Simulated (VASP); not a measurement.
# GaAs (qlda) (F-43m) in VASP: vibrations by perturbation theory with LDA

Aim: the vibrations by perturbation theory of GaAs (qlda) with LDA.

Program: VASP 6.6.1. These are calculated values, not measurements. Logs are shortened: lines on timing, memory, paths and dates and some standing lists are left out, and cuts for length are marked.

## Step 1: The cell of the first run

The structure is cubic, space group F-43m (No. 216). Conventional cell: a = 5.603 Å, b = 5.603 Å, c = 5.603 Å, α = 90.00°, β = 90.00°, γ = 90.00°. Ga (site symmetry -43m) has 4 As at 2.43 Å within 3.2 Å. Within 3.2 Å of As (site symmetry -43m) lie 4 Ga at 2.43 Å.

## Step 2: Vibrations by perturbation theory, LDA

INCAR

```
SYSTEM = GaAs
PREC = Accurate
ENCUT = 520
EDIFF = 1E-8
ISMEAR = 0
SIGMA = 0.01
LREAL = .FALSE.
LASPH = .TRUE.
NELM = 80
ALGO = Normal
ISIF = 2
LWAVE = .FALSE.
LCHARG = .TRUE.
IBRION = 8
NSW = 1
```

KPOINTS

```
Automatic mesh
0
G
  10 10 10
  0 0 0
```

POSCAR

```
GaAs
1.0
    0.0000000000      2.8015691292      2.8015691292
    2.8015691292      0.0000000000      2.8015691292
    2.8015691292      2.8015691292      0.0000000000
Ga As
1 1
Direct
    0.0000000000      0.0000000000      0.0000000000
    0.7500000000      0.7500000000      0.7500000000
```

Potentials or basis: VASP PAW LDA potentials, release 64 (Ga_d, As).

The run is started by

```console
cat potpaw_LDA.64/Ga_d/POTCAR potpaw_LDA.64/As/POTCAR > POTCAR
mpirun -np 1 vasp_std > vasp.out
```

OUTCAR:

```text
SYSTEM = GaAs
   PREC = Accurate
   ENCUT = 520
   EDIFF = 1E-8
   ISMEAR = 0
   LREAL = .FALSE.
   LASPH = .TRUE.
   NELM = 80
   ISIF = 2
   IBRION = 8
   NSW = 1

 ion  position               nearest neighbor table
   1  0.000  0.000  0.000-   2 2.43   2 2.43   2 2.43   2 2.43
   2  0.750  0.750  0.750-   1 2.43   1 2.43   1 2.43   1 2.43

  LATTYP: Found a face centered cubic cell.
 ALAT       =     5.6031382584

  Lattice vectors:

 A1 = (   0.0000000000,   2.8015691292,   2.8015691292)
 A2 = (   2.8015691292,   0.0000000000,   2.8015691292)
 A3 = (   2.8015691292,   2.8015691292,   0.0000000000)

Analysis of symmetry for initial positions (statically):
=====================================================================
 Subroutine PRICEL returns:
 Original cell was already a primitive cell.

 Routine SETGRP: Setting up the symmetry group for a
 face centered cubic supercell.

 Subroutine GETGRP returns: Found 24 space group operations
 (whereof 24 operations were pure point group operations)
 out of a pool of 48 trial point group operations.

The static configuration has the point symmetry T_d .

Analysis of symmetry for dynamics (positions and initial velocities):
=====================================================================
 Subroutine PRICEL returns:
 Original cell was already a primitive cell.

 Routine SETGRP: Setting up the symmetry group for a
 face centered cubic supercell.

 Subroutine GETGRP returns: Found 24 space group operations
 (whereof 24 operations were pure point group operations)
 out of a pool of 48 trial point group operations.

The dynamic configuration has the point symmetry T_d .

 Subroutine INISYM returns: Found 24 space group operations
 (whereof 24 operations are pure point group operations),
 and found     1 'primitive' translations

----------------------------------------------------------------------------------------

                                     Primitive cell

  volume of cell :      43.9779

  direct lattice vectors                    reciprocal lattice vectors
     0.000000000  2.801569129  2.801569129    -0.178471413  0.178471413  0.178471413
     2.801569129  0.000000000  2.801569129     0.178471413 -0.178471413  0.178471413
     2.801569129  2.801569129  0.000000000     0.178471413  0.178471413 -0.178471413

  length of vectors
     3.962017058  3.962017058  3.962017058     0.309121554  0.309121554  0.309121554

  position of ions in fractional coordinates (direct lattice)
     0.000000000  0.000000000  0.000000000
     0.750000000  0.750000000  0.750000000

  ion indices of the primitive-cell ions
   primitive index   ion index
                 1           1
                 2           2

----------------------------------------------------------------------------------------

 KPOINTS: Automatic mesh

Automatic generation of k-mesh.
 Grid dimensions read from file:
 generate k-points for:   10   10   10

 Generating k-lattice:

  Cartesian coordinates                     Fractional coordinates (reciprocal lattice)
    -0.017847141  0.017847141  0.017847141     0.100000000  0.000000000  0.000000000
     0.017847141 -0.017847141  0.017847141     0.000000000  0.100000000  0.000000000
     0.017847141  0.017847141 -0.017847141     0.000000000  0.000000000  0.100000000

  Length of vectors
     0.030912155  0.030912155  0.030912155

[... 84 lines left out ...]
 non-spin polarized calculation
 Gauss-broadening in eV      SIGMA  =   0.01
  energy-cutoff  :      520.00
  volume of cell :       43.98
 maximum number of plane-waves:      1243
 NGX is ok and might be reduce to    30
   NGX = 15   NGY = 15   NGZ = 15

--------------------------------------- Ionic step        1  -------------------------------------------

 number of electron      18.0000013 magnetization

 Free energy of the ion-electron system (eV)
  ---------------------------------------------------
  ext. energy  EPLUGINS =         0.00000000
  ---------------------------------------------------
  free energy    TOTEN  =        -9.64101185 eV

  energy without entropy =       -9.64101185  energy(sigma->0) =       -9.64101185

 E-fermi :   4.1576     XC(G=0): -10.0317

 val. band max:        4.0614324532   @ k =   0.0000   0.0000   0.0000
 cond. band min:       4.5976322868   @ k =   0.0000   0.0000   0.0000
 fundamental gap:      0.5361998337
 Fermi energy:         4.1575729427

 k-point     1 :       0.0000    0.0000    0.0000
  band No.  band energies     occupation
      1     -10.9175      2.00000
      2     -10.9175      2.00000
      3     -10.9175      2.00000
      4     -10.8326      2.00000
      5     -10.8326      2.00000
      6      -8.8993      2.00000
      7       4.0614      2.00000
      8       4.0614      2.00000
      9       4.0614      2.00000
     10       4.5976      0.00000
     11       7.7419      0.00000
     12       7.7419      0.00000
     13       7.7419      0.00000
[... 354 lines left out ...]
  band No.  band energies     occupation
      1     -11.0156      2.00000
      2     -10.8785      2.00000
      3     -10.8768      2.00000
      4     -10.8523      2.00000
      5     -10.8223      2.00000
      6      -7.0917      2.00000
      7      -1.7316      2.00000
      8       1.3599      2.00000
      9       1.7188      2.00000
     10       5.7808      0.00000
     11       6.8333      0.00000
     12      11.3853      0.00000
     13      12.0429      0.00000

 [... further k-points ...]

------------------------ aborting loop because EDIFF is reached ----------------------------------------

  FORCE on cell =-STRESS in cart. coord.  units (eV):
  Direction    XX          YY          ZZ          XY          YZ          ZX
  --------------------------------------------------------------------------------------
  -------------------------------------------------------------------------------------
  Total        0.0873661      0.0873661      0.0873661      0.0000000      0.0000000     -0.0000000
  in kB        3.1828744      3.1828744      3.1828744      0.0000000      0.0000000     -0.0000000
  external PRESSURE =       3.1828744 kB  Pullay stress =       0.0000000 kB

 VOLUME and BASIS-vectors are now :
 -----------------------------------------------------------------------------
  energy-cutoff  :      520.00
  volume of cell :       43.98
      direct lattice vectors                 reciprocal lattice vectors
     0.000000000  2.801569129  2.801569129    -0.178471413  0.178471413  0.178471413
     2.801569129  0.000000000  2.801569129     0.178471413 -0.178471413  0.178471413
     2.801569129  2.801569129  0.000000000     0.178471413  0.178471413 -0.178471413

 POSITION                                       TOTAL-FORCE (eV/Angst)
 -----------------------------------------------------------------------------------
      0.00000      0.00000      0.00000        -0.000000     -0.000000     -0.000000
      4.20235      4.20235      4.20235         0.000000      0.000000      0.000000
 -----------------------------------------------------------------------------------
    total drift:                                0.000001      0.000001      0.000000

  FREE ENERGIE OF THE ION-ELECTRON SYSTEM (eV)
  ---------------------------------------------------
  free  energy   TOTEN  =        -9.6410118464 eV

  energy  without entropy=       -9.6410118464  energy(sigma->0) =       -9.64101185

[... ionic steps 2 to 3 ...]

--------------------------------------- Ionic step        4  -------------------------------------------

------------------------ aborting loop because EDIFF is reached ----------------------------------------

[... ionic steps 5 to 6 ...]

--------------------------------------- Ionic step        7  -------------------------------------------

 Free energy of the ion-electron system (eV)
  ---------------------------------------------------
  ---------------------------------------------------
  free energy    TOTEN  =        -0.04453320 eV

  energy without entropy =       -0.04453320

------------------------ aborting loop because EDIFF is reached ----------------------------------------

 INTERNAL STRAIN TENSOR  FOR ION    2  DIRECTION 1   (eV/Angst):
 -----------------------------------------------------------------------------
    -0.00764  0.00000  0.00000
     0.00000  0.00556  7.44377
     0.00000  7.44377  0.00556

 INTERNAL STRAIN TENSOR FOR ION    2 for displacements in x,y,z  (eV/Angst):
          X           Y           Z          XY          YZ          ZX
  --------------------------------------------------------------------------------
  x     0.00000     0.00000     0.00000     0.00000     7.44377     0.00000
  y     0.00000     0.00000     0.00000     0.00000     0.00000     7.44377
  z     0.00000     0.00000     0.00000     7.44377     0.00000     0.00000

 SECOND DERIVATIVES (NOT SYMMETRIZED)
 ------------------------------------
               1X          1Y          1Z          2X          2Y          2Z
  1X    -9.779572    0.000000    0.000000    9.779572    0.000000    0.000000
  1Y     0.000000   -9.779572    0.000000    0.000000    9.779572    0.000000
  1Z     0.000000    0.000000   -9.779572    0.000000    0.000000    9.779572
  2X     9.723731    0.000000    0.000000   -9.723731    0.000000    0.000000
  2Y     0.000000    9.723731    0.000000    0.000000   -9.723731    0.000000
  2Z     0.000000    0.000000    9.723731    0.000000    0.000000   -9.723731

 Eigenvectors and eigenvalues of the dynamical matrix
 ----------------------------------------------------

   1 f  =    8.124032 THz    51.044796 2PiTHz  270.988524 cm-1    33.598280 meV
             X         Y         Z           dx          dy          dz
      0.000000  0.000000  0.000000     0.000000    0.720695    0.000000
      4.202354  4.202354  4.202354     0.000000   -0.693252    0.000000
[... 21 lines left out ...]
   6 f/i=    0.011622 THz     0.073020 2PiTHz    0.387654 cm-1     0.048063 meV
             X         Y         Z           dx          dy          dz
      0.000000  0.000000  0.000000     0.000000    0.000000   -0.693252
      4.202354  4.202354  4.202354     0.000000    0.000000   -0.720695

--------------------------------------------------------------------------------------------------------

 ELASTIC MODULI CONTR FROM IONIC RELAXATION (kBar)
 Direction    XX          YY          ZZ          XY          YZ          ZX
 --------------------------------------------------------------------------------
 XX          -0.0000     -0.0000     -0.0000     -0.0000      0.0000     -0.0000
 YY          -0.0000     -0.0000     -0.0000     -0.0000     -0.0000      0.0000
 ZZ          -0.0000     -0.0000     -0.0000      0.0000     -0.0000     -0.0000
 XY          -0.0000     -0.0000      0.0000   -205.1820      0.0000      0.0000
 YZ           0.0000     -0.0000     -0.0000      0.0000   -205.1820      0.0000
 ZX          -0.0000      0.0000     -0.0000      0.0000      0.0000   -205.1820
 --------------------------------------------------------------------------------
```

It took 5.1 min on 1 thread of Intel Xeon Platinum 8259CL at 2.50GHz (Skylake/Cascade Lake), shared host; peak memory 0.37 GiB.

Results:

| Quantity | Value |
| --- | --- |
| Highest phonon frequency at Γ, LO-TO splitting left out | 271 cm⁻¹ |

Phonon frequencies in cm⁻¹ (negative: imaginary):
```csv
q point,frequencies
"(0.000, 0.000, 0.000)",0 0 0 271 271 271
```
